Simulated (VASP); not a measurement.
# CuI (Marshite) (F-43m) in VASP: notebook

CuI (Marshite) is run at these levels: LDA; tasks: single point.

Everything below comes from runs of VASP 6.6.1. Logs are shortened: lines on timing, memory, paths and dates and some standing lists are left out, and cuts for length are marked.

### 1 The cell of the first run

Symmetry: F-43m, No. 216, cubic system. Conventional cell: a = 5.620 Å, b = 5.620 Å, c = 5.620 Å, α = 90.00°, β = 90.00°, γ = 90.00°. Within 3.2 Å of Cu (site symmetry -43m) lie 4 I at 2.43 Å. I (site symmetry -43m) has 4 Cu at 2.43 Å within 3.2 Å.

### 2 Single point, LDA

Input file INCAR:

```
SYSTEM = CuI
ALGO = Normal ; EDIFF = 1E-6
ENCUT = 520 ; ISIF = 2
ISMEAR = 0 ; LASPH = .TRUE.
LCHARG = .FALSE. ; LREAL = .FALSE.
LWAVE = .FALSE. ; NBANDS = 16
NELM = 60 ; PREC = Accurate
SIGMA = 0.01
```

Input file KPOINTS:

```
k-points
0
G
  6 6 6
  0 0 0
```

Input file POSCAR:

```
CuI
1.0
    2.8100628726      2.8100628726      0.0000000000
   -2.8100628726      2.8100628726      0.0000000000
    0.0000000000      2.8100628726      2.8100628726
Cu I
1 1
Direct
    0.7500000000      0.2500000000      0.5000000000
    0.0000000000      0.0000000000      0.0000000000
```

Potentials or basis: VASP PAW LDA potentials, release 64 (Cu, I).

Command:

```sh
> cat potpaw_LDA.64/Cu/POTCAR potpaw_LDA.64/I/POTCAR > POTCAR
> mpirun -np 1 vasp_std > vasp.out
```

OUTCAR:

```text
SYSTEM = CuI
   EDIFF = 1E-6
   ENCUT = 520
   ISIF = 2
   ISMEAR = 0
   LASPH = .TRUE.
   LREAL = .FALSE.
   NELM = 60
   PREC = Accurate

 ion  position               nearest neighbor table
   1  0.750  0.250  0.500-   2 2.43   2 2.43   2 2.43   2 2.43
   2  0.000  0.000  0.000-   1 2.43   1 2.43   1 2.43   1 2.43

  LATTYP: Found a face centered cubic cell.
 ALAT       =     5.6201257452

  Lattice vectors:

 A1 = (   0.0000000000,   2.8100628726,   2.8100628726)
 A2 = (   2.8100628726,   0.0000000000,   2.8100628726)
 A3 = (   2.8100628726,   2.8100628726,   0.0000000000)

Analysis of symmetry for initial positions (statically):
=====================================================================
 Subroutine PRICEL returns:
 Original cell was already a primitive cell.

 Routine SETGRP: Setting up the symmetry group for a
 face centered cubic supercell.

 Subroutine GETGRP returns: Found 24 space group operations
 (whereof 24 operations were pure point group operations)
 out of a pool of 48 trial point group operations.

The static configuration has the point symmetry T_d .

Analysis of symmetry for dynamics (positions and initial velocities):
=====================================================================
 Subroutine PRICEL returns:
 Original cell was already a primitive cell.

 Routine SETGRP: Setting up the symmetry group for a
 face centered cubic supercell.

 Subroutine GETGRP returns: Found 24 space group operations
 (whereof 24 operations were pure point group operations)
 out of a pool of 48 trial point group operations.

The dynamic configuration has the point symmetry T_d .

 Subroutine INISYM returns: Found 24 space group operations
 (whereof 24 operations are pure point group operations),
 and found     1 'primitive' translations

----------------------------------------------------------------------------------------

                                     Primitive cell

  volume of cell :      44.3791

  direct lattice vectors                    reciprocal lattice vectors
     2.810062873  2.810062873  0.000000000     0.177931962  0.177931962 -0.177931962
    -2.810062873  2.810062873  0.000000000    -0.177931962  0.177931962 -0.177931962
     0.000000000  2.810062873  2.810062873     0.000000000  0.000000000  0.355863924

  length of vectors
     3.974029026  3.974029026  3.974029026     0.308187198  0.308187198  0.355863924

  position of ions in fractional coordinates (direct lattice)
     0.750000000  0.250000000  0.500000000
     0.000000000  0.000000000  0.000000000

  ion indices of the primitive-cell ions
   primitive index   ion index
                 1           1
                 2           2

----------------------------------------------------------------------------------------

 KPOINTS: k-points

Automatic generation of k-mesh.
 Grid dimensions read from file:
 generate k-points for:    6    6    6

 Generating k-lattice:

  Cartesian coordinates                     Fractional coordinates (reciprocal lattice)
     0.029655327  0.029655327 -0.029655327     0.166666667  0.000000000  0.000000000
    -0.029655327  0.029655327 -0.029655327     0.000000000  0.166666667  0.000000000
     0.000000000  0.000000000  0.059310654     0.000000000  0.000000000  0.166666667

  Length of vectors
     0.051364533  0.051364533  0.059310654

  Shift w.r.t. Gamma in fractional coordinates (k-lattice)
     0.000000000  0.000000000  0.000000000

 Subroutine IBZKPT returns following result:
 ===========================================

 Found     16 irreducible k-points:

 Following reciprocal coordinates:
            Coordinates               Weight
  0.000000  0.000000  0.000000      1.000000
  0.166667  0.000000  0.000000      8.000000
  0.333333  0.000000  0.000000      8.000000
  0.500000  0.000000  0.000000      4.000000
  0.166667  0.166667  0.000000     12.000000
  0.333333  0.166667  0.000000     24.000000
[... 8 lines left out ...]
  0.500000  0.333333  0.166667     24.000000
  0.500000  0.500000  0.166667     12.000000
   k-points           NKPTS =     16   k-points in BZ     NKDIM =     16   number of bands    NBANDS=     16
   number of dos      NEDOS =    301   number of ions     NIONS =      2
   total plane-waves  NPLWV =  27000
   dimension x,y,z NGX =    30 NGY =   30 NGZ =   30
   dimension x,y,z NGXF=    60 NGYF=   60 NGZF=   60
   ions per type =               1   1
   NGX,Y,Z   is equivalent  to a cutoff of  12.55, 12.55, 12.55 a.u.
   NGXF,Y,Z  is equivalent  to a cutoff of  25.10, 25.10, 25.10 a.u.
 SYSTEM =  CuI
   PREC   = accura    normal or accurate (medium, high low for compatibility)
   ISTART =      0    job   : 0-new  1-cont  2-samecut
   ICHARG =      2    charge: 1-file 2-atom 10-const
   ISPIN  =      1    spin polarized calculation?
   LNONCOLLINEAR =      F non collinear calculations
   LSORBIT =      F    spin-orbit coupling
   LASPH  =      T    aspherical Exc in radial PAW
   ENCUT  =  520.0 eV  38.22 Ry    6.18 a.u.   7.39  7.39  7.39*2*pi/ulx,y,z
   NELM   =     60;   NELMIN=  2; NELMDL= -5     # of ELM steps
   EDIFF  = 0.1E-05   stopping-criterion for ELM
   LREAL  =      F    real-space projection
   EDIFFG = 0.1E-04   stopping-criterion for IOM
   NSW    =      0    number of steps for IOM
   IBRION =     -1    ionic relax: 0-MD 1-quasi-New 2-CG
   NFREE  =      0    steps in history (QN), initial steepest desc. (CG)
   ISIF   =      2    stress and relaxation
   ISYM   =      2    0-nonsym 1-usesym 2-fastsym
   POTIM  = 0.5000    time-step for ionic-motion
   TEBEG  =    0.0;   TEEND  =   0.0 temperature during run
   PSTRESS=    0.0 pullay stress
   NELECT =      18.0000    total number of electrons
   NUPDOWN=      -1.0000    fix difference up-down
   EMIN   =  10.00;   EMAX   =-10.00  energy-range for DOS
   EFERMI =   0.00;   METHOD = LEGACY
   ISMEAR =     0;   SIGMA  =   0.01  broadening in eV -4-tet -1-fermi 0-gaus
   EFERMI_NEDOS =   21; number of points for ismear=-14 and -15
   IALGO  =     38    algorithm
   IMIX   =      4    mixing-type and parameters
     AMIX     =   0.40;   BMIX     =  1.00
     AMIX_MAG =   1.60;   BMIX_MAG =  1.00
  volume/ion in A,a.u.               =      22.19       149.74
  Fermi-wavevector in a.u.,A,eV,Ry     =   1.211824  2.290016 19.980400  1.468518
  Thomas-Fermi vector in A             =   2.347328
   LORBIT       =      0    0 simple, 1 ext, 2 COOP (PROOUT), +10 PAW based schemes
   GGA     = CA    functional components
   LHFCALC =     F    Hartree Fock is set to
   AEXX    =    0.0000 exact exchange contribution
   IVDW    =     0    specifies the selected vdW correction
   LEPSILON=     F    determine dielectric tensor
   LRPA    =     F    only Hartree local field effects (RPA)
 non-spin polarized calculation
 Gauss-broadening in eV      SIGMA  =   0.01
  energy-cutoff  :      520.00
  volume of cell :       44.38
 maximum number of plane-waves:      1243
 NGX is ok and might be reduce to    30
   NGX = 15   NGY = 15   NGZ = 15

 number of electron      18.0000011 magnetization

 Free energy of the ion-electron system (eV)
  ---------------------------------------------------
  ext. energy  EPLUGINS =         0.00000000
  ---------------------------------------------------
  free energy    TOTEN  =        -6.82310535 eV

  energy without entropy =       -6.82310535  energy(sigma->0) =       -6.82310535

 E-fermi :   7.1174     XC(G=0): -10.3534

 val. band max:        7.0205130496   @ k =   0.0000   0.0000   0.0000
 cond. band min:       8.7334672620   @ k =   0.0000   0.0000   0.0000
 fundamental gap:      1.7129542124
 Fermi energy:         7.1173552163

 k-point     1 :       0.0000    0.0000    0.0000
  band No.  band energies     occupation
      1      -8.4134      2.00000
      2       2.1261      2.00000
      3       2.1261      2.00000
      4       2.1261      2.00000
      5       3.9288      2.00000
      6       3.9288      2.00000
[... 8 lines left out ...]
     15      17.1087      0.00000
     16      17.1087      0.00000

 k-point     2 :       0.1667    0.0000    0.0000
  band No.  band energies     occupation
      1      -8.2069      2.00000
      2       1.6258      2.00000
      3       2.1568      2.00000
      4       2.1568      2.00000
      5       3.9130      2.00000
      6       3.9130      2.00000
[... 8 lines left out ...]
     15      15.8823      0.00000
     16      16.1149      0.00000

 k-point     3 :       0.3333    0.0000    0.0000
  band No.  band energies     occupation
      1      -7.7309      2.00000
      2       0.4898      2.00000
      3       2.2054      2.00000
      4       2.2054      2.00000
      5       3.9259      2.00000
      6       3.9259      2.00000
[... 8 lines left out ...]
     15      16.5438      0.00000
     16      16.5438      0.00000

 k-point     4 :       0.5000    0.0000    0.0000
  band No.  band energies     occupation
      1      -7.4486      2.00000
      2      -0.1354      2.00000
      3       2.2215      2.00000
      4       2.2215      2.00000
      5       3.9647      2.00000
      6       3.9647      2.00000
[... 8 lines left out ...]
     15      18.5682      0.00000
     16      18.5682      0.00000
[... 172 lines left out ...]
 k-point    14 :       0.3333    0.3333    0.1667
  band No.  band energies     occupation
      1      -7.3924      2.00000
      2       0.4982      2.00000
      3       1.6655      2.00000
      4       2.2112      2.00000
      5       3.8293      2.00000
      6       3.9498      2.00000
[... 8 lines left out ...]
     15      18.6957      0.00000
     16      20.0920      0.00000

 k-point    15 :       0.5000    0.3333    0.1667
  band No.  band energies     occupation
      1      -7.1952      2.00000
      2       0.4505      2.00000
      3       1.2671      2.00000
      4       2.1959      2.00000
      5       3.7753      2.00000
      6       3.9250      2.00000
[... 8 lines left out ...]
     15      18.9305      0.00000
     16      19.8448      0.00000

 k-point    16 :       0.5000    0.5000    0.1667
  band No.  band energies     occupation
      1      -7.1045      2.00000
      2       0.3116      2.00000
      3       1.4844      2.00000
      4       2.1428      2.00000
      5       3.8001      2.00000
      6       3.8722      2.00000
[... 8 lines left out ...]
     15      19.6173      0.00000
     16      20.0508      0.00000

------------------------ aborting loop because EDIFF is reached ----------------------------------------

  FORCE on cell =-STRESS in cart. coord.  units (eV):
  Direction    XX          YY          ZZ          XY          YZ          ZX
  --------------------------------------------------------------------------------------
  -------------------------------------------------------------------------------------
  Total        2.8747586      2.8747586      2.8747586     -0.0000000      0.0000000     -0.0000000
  in kB      103.7848261    103.7848261    103.7848261     -0.0000000      0.0000000     -0.0000000
  external PRESSURE =     103.7848261 kB  Pullay stress =       0.0000000 kB

 VOLUME and BASIS-vectors are now :
 -----------------------------------------------------------------------------
  energy-cutoff  :      520.00
  volume of cell :       44.38
      direct lattice vectors                 reciprocal lattice vectors
     2.810062873  2.810062873  0.000000000     0.177931962  0.177931962 -0.177931962
    -2.810062873  2.810062873  0.000000000    -0.177931962  0.177931962 -0.177931962
     0.000000000  2.810062873  2.810062873     0.000000000  0.000000000  0.355863924

 POSITION                                       TOTAL-FORCE (eV/Angst)
 -----------------------------------------------------------------------------------
      1.40503      4.21509      1.40503         0.000000      0.000000      0.000000
      0.00000      0.00000      0.00000        -0.000000     -0.000000      0.000000
 -----------------------------------------------------------------------------------
    total drift:                               -0.000000      0.000000      0.000000

  FREE ENERGIE OF THE ION-ELECTRON SYSTEM (eV)
  ---------------------------------------------------
  free  energy   TOTEN  =        -6.8231053475 eV

  energy  without entropy=       -6.8231053475  energy(sigma->0) =       -6.82310535
```

Run time: 12 s. Hardware: 1 thread of Intel Xeon 6975P-C (Granite Rapids), shared host; peak memory 0.14 GiB.

What came out:

* Free energy: -6.8231 eV
* Pressure: 10.4 GPa
* Band gap on the k mesh: 1.71 eV, direct

Caveat: spin-orbit coupling is left out, which moves the levels of the heavy elements.

### 3 Single point, LDA

Input file INCAR:

```
SYSTEM = CuI
PREC = Accurate
ENCUT = 520
EDIFF = 1E-7
ISMEAR = 0
SIGMA = 0.01
LREAL = .False.
LASPH = .True.
NELM = 60
ALGO = Normal
ISIF = 2
LWAVE = .False.
LCHARG = .False.
GGA = CA
NBANDS = 16
```

Input file KPOINTS:

```
Automatic mesh
0
Gamma
  6 6 6
  0 0 0
```

POSCAR is that of step 2.

Potentials or basis: VASP PAW LDA potentials, release 64 (Cu, I).

Command:

```sh
> cat potpaw_LDA.64/Cu/POTCAR potpaw_LDA.64/I/POTCAR > POTCAR
> mpirun -np 1 vasp_std > vasp.out
```

It took 16 s on 1 thread of Intel Xeon 6975P-C (Granite Rapids), shared host; peak memory 0.15 GiB.

Results (log left out):

```yaml
Free_energy: -6.8231 eV
Pressure: 10.1 GPa
Band_gap_on_the_k_mesh: 1.71 eV, direct
```

Levels at points of the mesh, in eV from the valence-band top:
```
           k point  band 7  band 8  band 9  band 10  band 11  band 12
(0.00, 0.00, 0.00)    0.00    0.00    0.00     1.71     4.56     4.56
(0.50, 0.00, 0.00)   -2.98   -1.16   -1.16     2.25     5.19     5.19
(0.50, 0.50, 0.00)   -2.96   -2.53   -2.53     2.11     2.59    10.84
```

Caveat: spin-orbit coupling is left out, which moves the levels of the heavy elements.
